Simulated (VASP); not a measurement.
# MgO (Fm-3m) in VASP: notebook

The runs below take MgO through single point, with PBEsol.

All numbers are computed with VASP 6.6.1; they aren't measurements. Logs are shortened: lines on timing, memory, paths and dates and some standing lists are left out, and cuts for length are marked.

**1. The cell of the first run**

The structure is cubic, space group Fm-3m (No. 225). The conventional cell has a = 4.217 Å, b = 4.217 Å, c = 4.217 Å, α = 90.00°, β = 90.00°, γ = 90.00°. Mg (site symmetry m-3m) has 6 O at 2.11 Å within 2.8 Å. Within 2.8 Å of O (site symmetry m-3m) lie 6 Mg at 2.11 Å.

**2. Single point, PBEsol**

The input, INCAR:

```
SYSTEM = MgO
ALGO = Normal
EDIFF = 1E-6
ENCUT = 600
GGA = PS
GGA_COMPAT = .False.
ISIF = 2
ISMEAR = 0
LASPH = .True.
LCHARG = .False.
LREAL = .False.
LWAVE = .False.
NBANDS = 11
NELM = 120
PREC = Accurate
SIGMA = 0.01
```

The input, KPOINTS:

```
k-points
0
Gamma
  3 3 3
  0 0 0
```

The input, POSCAR:

```
MgO
1.0
    0.0000000000      2.1085000000      2.1085000000
    2.1085000000      0.0000000000      2.1085000000
    2.1085000000      2.1085000000      0.0000000000
Mg O
1 1
Direct
    0.0000000000      0.0000000000      0.0000000000
    0.5000000000      0.5000000000      0.5000000000
```

Potentials or basis: VASP PAW PBE potentials, release 64 (Mg, O).

Started as:

```bash
cat potpaw_PBE.64/Mg/POTCAR potpaw_PBE.64/O/POTCAR > POTCAR
mpirun -np 1 vasp_std > vasp.out
```

OUTCAR:

```text
SYSTEM = MgO
   EDIFF = 1E-6
   ENCUT = 600
   GGA = PS
   ISIF = 2
   ISMEAR = 0
   LASPH = .True.
   LREAL = .False.
   NELM = 120
   PREC = Accurate

 ion  position               nearest neighbor table
   1  0.000  0.000  0.000-   2 2.11   2 2.11   2 2.11   2 2.11   2 2.11   2 2.11
   2  0.500  0.500  0.500-   1 2.11   1 2.11   1 2.11   1 2.11   1 2.11   1 2.11

  LATTYP: Found a face centered cubic cell.
 ALAT       =     4.2170000000

  Lattice vectors:

 A1 = (   0.0000000000,   2.1085000000,   2.1085000000)
 A2 = (   2.1085000000,   0.0000000000,   2.1085000000)
 A3 = (   2.1085000000,   2.1085000000,   0.0000000000)

Analysis of symmetry for initial positions (statically):
=====================================================================
 Subroutine PRICEL returns:
 Original cell was already a primitive cell.

 Routine SETGRP: Setting up the symmetry group for a
 face centered cubic supercell.

 Subroutine GETGRP returns: Found 48 space group operations
 (whereof 48 operations were pure point group operations)
 out of a pool of 48 trial point group operations.

The static configuration has the point symmetry O_h .

Analysis of symmetry for dynamics (positions and initial velocities):
=====================================================================
 Subroutine PRICEL returns:
 Original cell was already a primitive cell.

 Routine SETGRP: Setting up the symmetry group for a
 face centered cubic supercell.

 Subroutine GETGRP returns: Found 48 space group operations
 (whereof 48 operations were pure point group operations)
 out of a pool of 48 trial point group operations.

The dynamic configuration has the point symmetry O_h .

 Subroutine INISYM returns: Found 48 space group operations
 (whereof 48 operations are pure point group operations),
 and found     1 'primitive' translations

----------------------------------------------------------------------------------------

                                     Primitive cell

  volume of cell :      18.7478

  direct lattice vectors                    reciprocal lattice vectors
     0.000000000  2.108500000  2.108500000    -0.237135404  0.237135404  0.237135404
     2.108500000  0.000000000  2.108500000     0.237135404 -0.237135404  0.237135404
     2.108500000  2.108500000  0.000000000     0.237135404  0.237135404 -0.237135404

  length of vectors
     2.981869296  2.981869296  2.981869296     0.410730569  0.410730569  0.410730569

[... 66 lines left out ...]
   ISYM   =      2    0-nonsym 1-usesym 2-fastsym
   POTIM  = 0.5000    time-step for ionic-motion
   TEBEG  =    0.0;   TEEND  =   0.0 temperature during run
   PSTRESS=    0.0 pullay stress
   NELECT =       8.0000    total number of electrons
   NUPDOWN=      -1.0000    fix difference up-down
   EMIN   =  10.00;   EMAX   =-10.00  energy-range for DOS
   EFERMI =   0.00;   METHOD = LEGACY
   ISMEAR =     0;   SIGMA  =   0.01  broadening in eV -4-tet -1-fermi 0-gaus
   EFERMI_NEDOS =   21; number of points for ismear=-14 and -15
   IALGO  =     38    algorithm
   IMIX   =      4    mixing-type and parameters
     AMIX     =   0.40;   BMIX     =  1.00
     AMIX_MAG =   1.60;   BMIX_MAG =  1.00
  volume/ion in A,a.u.               =       9.37        63.26
  Fermi-wavevector in a.u.,A,eV,Ry     =   1.232503  2.329092 20.668107  1.519063
  Thomas-Fermi vector in A             =   2.367270
   LORBIT       =      0    0 simple, 1 ext, 2 COOP (PROOUT), +10 PAW based schemes
   GGA     = PS    functional components
   LHFCALC =     F    Hartree Fock is set to
   AEXX    =    0.0000 exact exchange contribution
   IVDW    =     0    specifies the selected vdW correction
   LEPSILON=     F    determine dielectric tensor
   LRPA    =     F    only Hartree local field effects (RPA)
 non-spin polarized calculation
 Gauss-broadening in eV      SIGMA  =   0.01
  energy-cutoff  :      600.00
  volume of cell :       18.75
 maximum number of plane-waves:       634
   NGX = 11   NGY = 11   NGZ = 11

 number of electron       8.0000005 magnetization

 Free energy of the ion-electron system (eV)
  ---------------------------------------------------
  ext. energy  EPLUGINS =         0.00000000
  ---------------------------------------------------
  free energy    TOTEN  =       -12.41913963 eV

  energy without entropy =      -12.41913963  energy(sigma->0) =      -12.41913963

 E-fermi :   3.1834     XC(G=0): -11.2782

 val. band max:        3.1242422626   @ k =   0.0000   0.0000   0.0000
 cond. band min:       7.6770897857   @ k =   0.0000   0.0000   0.0000
 fundamental gap:      4.5528475231
 Fermi energy:         3.1833717560

 k-point     1 :       0.0000    0.0000    0.0000
  band No.  band energies     occupation
      1     -14.0750      2.00000
      2       3.1242      2.00000
      3       3.1242      2.00000
      4       3.1242      2.00000
      5       7.6771      0.00000
      6      18.6642      0.00000
      7      18.6642      0.00000
      8      18.6642      0.00000
      9      22.5009      0.00000
     10      24.3758      0.00000
     11      24.3758      0.00000
[... 29 lines left out ...]
 k-point     4 :      -0.3333    0.3333    0.0000
  band No.  band energies     occupation
      1     -12.5246      2.00000
      2      -0.1628      2.00000
      3      -0.0059      2.00000
      4       2.1072      2.00000
      5      13.1993      0.00000
      6      15.1282      0.00000
      7      15.4512      0.00000
      8      20.6576      0.00000
      9      21.6932      0.00000
     10      26.0506      0.00000
     11      30.3862      0.00000

------------------------ aborting loop because EDIFF is reached ----------------------------------------

  FORCE on cell =-STRESS in cart. coord.  units (eV):
  Direction    XX          YY          ZZ          XY          YZ          ZX
  --------------------------------------------------------------------------------------
  -------------------------------------------------------------------------------------
  Total       -0.0655809     -0.0655809     -0.0655809      0.0000000     -0.0000000      0.0000000
  in kB       -5.6045051     -5.6045051     -5.6045051      0.0000000     -0.0000000      0.0000000
  external PRESSURE =      -5.6045051 kB  Pullay stress =       0.0000000 kB

 VOLUME and BASIS-vectors are now :
 -----------------------------------------------------------------------------
  energy-cutoff  :      600.00
  volume of cell :       18.75
      direct lattice vectors                 reciprocal lattice vectors
     0.000000000  2.108500000  2.108500000    -0.237135404  0.237135404  0.237135404
     2.108500000  0.000000000  2.108500000     0.237135404 -0.237135404  0.237135404
     2.108500000  2.108500000  0.000000000     0.237135404  0.237135404 -0.237135404

 POSITION                                       TOTAL-FORCE (eV/Angst)
 -----------------------------------------------------------------------------------
      0.00000      0.00000      0.00000         0.000000      0.000000      0.000000
      2.10850      2.10850      2.10850        -0.000000     -0.000000      0.000000
 -----------------------------------------------------------------------------------
    total drift:                               -0.000000     -0.000000      0.000000

  FREE ENERGIE OF THE ION-ELECTRON SYSTEM (eV)
  ---------------------------------------------------
  free  energy   TOTEN  =       -12.4191396266 eV

  energy  without entropy=      -12.4191396266  energy(sigma->0) =      -12.41913963
```

OSZICAR:

```text
N       E                     dE             d eps       ncg     rms          rms(c)
DAV:   1     0.193414549125E+02    0.19341E+02   -0.48238E+03    88   0.712E+02
DAV:   2    -0.131412259184E+02   -0.32483E+02   -0.32012E+02    97   0.153E+02
DAV:   3    -0.138596934145E+02   -0.71847E+00   -0.71802E+00   106   0.206E+01
DAV:   4    -0.138615601512E+02   -0.18667E-02   -0.18667E-02    91   0.116E+00
DAV:   5    -0.138615667184E+02   -0.65672E-05   -0.65672E-05   109   0.681E-02    0.675E+00
DAV:   6    -0.124559468065E+02    0.14056E+01   -0.77442E+00    91   0.153E+01    0.220E+00
DAV:   7    -0.124326926163E+02    0.23254E-01   -0.42466E-02    88   0.204E+00    0.133E+00
DAV:   8    -0.124193909106E+02    0.13302E-01   -0.23256E-02    94   0.175E+00    0.199E-01
DAV:   9    -0.124191785312E+02    0.21238E-03   -0.27329E-04    97   0.118E-01    0.129E-01
DAV:  10    -0.124191370211E+02    0.41510E-04   -0.33716E-04    94   0.142E-01    0.593E-03
DAV:  11    -0.124191387621E+02   -0.17410E-05   -0.45970E-06    97   0.156E-02    0.331E-03
DAV:  12    -0.124191396266E+02   -0.86448E-06   -0.10326E-07    47   0.356E-03
   1 F= -.12419140E+02 E0= -.12419140E+02  d E =-.410123E-18
```

Run time: 5.4 s. Hardware: 1 thread of Intel Xeon Platinum 8259CL at 2.50GHz (Skylake/Cascade Lake), shared host; peak memory 0.13 GiB.

What came out:

| Quantity | Value |
| --- | --- |
| Free energy | -12.4191 eV |
| Pressure | -0.6 GPa |
| Band gap on the k mesh | 4.55 eV |

Caveat: the k points lie up to 0.86 Å⁻¹ apart; the PAW data sets were made with another functional, which shifts forces and pressure a little. As with any semilocal functional, this PBEsol gap is likely too small.

**3. Single point, PBEsol**

The input, INCAR:

```
PREC = Accurate
ENCUT = 600
EDIFF = 1E-6
ISMEAR = 0
SIGMA = 0.01
LREAL = False
LASPH = True
NELM = 120
ALGO = Normal
ISIF = 2
LWAVE = False
LCHARG = False
GGA = PS
NBANDS = 11
GGA_COMPAT = False
```

The input, KPOINTS:

```
Automatic mesh
0
Gamma
  5 5 5
```

POSCAR is that of step 2.

Potentials or basis: VASP PAW PBE potentials, release 64 (Mg, O).

Started as:

```bash
cat potpaw_PBE.64/Mg/POTCAR potpaw_PBE.64/O/POTCAR > POTCAR
mpirun -np 1 vasp_std > vasp.out
```

OUTCAR:

```text
PREC = Accurate
   ENCUT = 600
   EDIFF = 1E-6
   ISMEAR = 0
   LREAL = False
   LASPH = True
   NELM = 120
   ISIF = 2
   GGA = PS

 ion  position               nearest neighbor table
   1  0.000  0.000  0.000-   2 2.11   2 2.11   2 2.11   2 2.11   2 2.11   2 2.11
   2  0.500  0.500  0.500-   1 2.11   1 2.11   1 2.11   1 2.11   1 2.11   1 2.11

  LATTYP: Found a face centered cubic cell.
 ALAT       =     4.2170000000

  Lattice vectors:

 A1 = (   0.0000000000,   2.1085000000,   2.1085000000)
[... 309 lines left out ...]
------------------------ aborting loop because EDIFF is reached ----------------------------------------

  FORCE on cell =-STRESS in cart. coord.  units (eV):
  Direction    XX          YY          ZZ          XY          YZ          ZX
  --------------------------------------------------------------------------------------
  -------------------------------------------------------------------------------------
  Total       -0.1229105     -0.1229105     -0.1229105      0.0000000      0.0000000      0.0000000
  in kB      -10.5038523    -10.5038523    -10.5038523      0.0000000      0.0000000      0.0000000
  external PRESSURE =     -10.5038523 kB  Pullay stress =       0.0000000 kB

 VOLUME and BASIS-vectors are now :
 -----------------------------------------------------------------------------
  energy-cutoff  :      600.00
  volume of cell :       18.75
      direct lattice vectors                 reciprocal lattice vectors
     0.000000000  2.108500000  2.108500000    -0.237135404  0.237135404  0.237135404
     2.108500000  0.000000000  2.108500000     0.237135404 -0.237135404  0.237135404
     2.108500000  2.108500000  0.000000000     0.237135404  0.237135404 -0.237135404

 POSITION                                       TOTAL-FORCE (eV/Angst)
 -----------------------------------------------------------------------------------
      0.00000      0.00000      0.00000        -0.000000      0.000000     -0.000000
      2.10850      2.10850      2.10850         0.000000     -0.000000      0.000000
 -----------------------------------------------------------------------------------
    total drift:                               -0.000000     -0.000000      0.000000

  FREE ENERGIE OF THE ION-ELECTRON SYSTEM (eV)
  ---------------------------------------------------
  free  energy   TOTEN  =       -12.5130750362 eV

  energy  without entropy=      -12.5130750362  energy(sigma->0) =      -12.51307504
```

OSZICAR:

```text
N       E                     dE             d eps       ncg     rms          rms(c)
DAV:   1     0.181942556217E+02    0.18194E+02   -0.50315E+03   252   0.733E+02
DAV:   2    -0.131554550869E+02   -0.31350E+02   -0.30761E+02   253   0.150E+02
DAV:   3    -0.138965653715E+02   -0.74111E+00   -0.74041E+00   262   0.204E+01
DAV:   4    -0.138982277925E+02   -0.16624E-02   -0.16624E-02   244   0.111E+00
DAV:   5    -0.138982329940E+02   -0.52015E-05   -0.52015E-05   250   0.614E-02    0.666E+00
DAV:   6    -0.125505015493E+02    0.13477E+01   -0.77413E+00   232   0.151E+01    0.221E+00
DAV:   7    -0.125269060156E+02    0.23596E-01   -0.47072E-02   232   0.205E+00    0.130E+00
DAV:   8    -0.125133876622E+02    0.13518E-01   -0.23604E-02   232   0.175E+00    0.211E-01
DAV:   9    -0.125131515016E+02    0.23616E-03   -0.26847E-04   250   0.118E-01    0.139E-01
DAV:  10    -0.125130731381E+02    0.78363E-04   -0.40219E-04   232   0.156E-01    0.570E-03
DAV:  11    -0.125130744351E+02   -0.12969E-05   -0.43191E-06   241   0.149E-02    0.331E-03
DAV:  12    -0.125130750362E+02   -0.60116E-06   -0.87841E-08   116   0.335E-03
   1 F= -.12513075E+02 E0= -.12513075E+02  d E =-.124900E-31
```

stdout:

```text
POSCAR found type information on POSCAR MgO
 POSCAR found :  2 types and       2 ions
 scaLAPACK will be used
 -----------------------------------------------------------------------------
|                                                                             |
|                                                                             |
|     You enforced a specific xc type in the INCAR file but a different       |
|     I HOPE YOU KNOW WHAT YOU ARE DOING!                                     |
|                                                                             |
 -----------------------------------------------------------------------------

 LDA part: xc-table for (Slater+PW92), standard interpolation
 POSCAR, INCAR and KPOINTS ok, starting setup
 FFT: planning ... GRIDC
 FFT: planning ... GRID_SOFT
 FFT: planning ... GRID
 WAVECAR not read
 entering main loop
```

Run time: 8.2 s. Hardware: 1 thread of Intel Xeon Platinum 8259CL at 2.50GHz (Skylake/Cascade Lake), shared host; peak memory 0.13 GiB.

Results:

```
Free energy            : -12.5131 eV
Pressure               : -1.1 GPa
Band gap on the k mesh : 4.60 eV
```

Levels at points of the mesh, in eV from the valence-band top:
```csv
k point,band 1,band 2,band 3,band 4,band 5,band 6,band 7,band 8,band 9
"(0.00, 0.00, 0.00)",-17.19,0.00,0.00,0.00,4.60,15.61,15.61,15.61,19.44
```

Caveat: the k points lie up to 0.52 Å⁻¹ apart; the PAW data sets were made with another functional, which shifts forces and pressure a little. A hybrid or GW would open this gap; PBEsol tends to underestimate it.
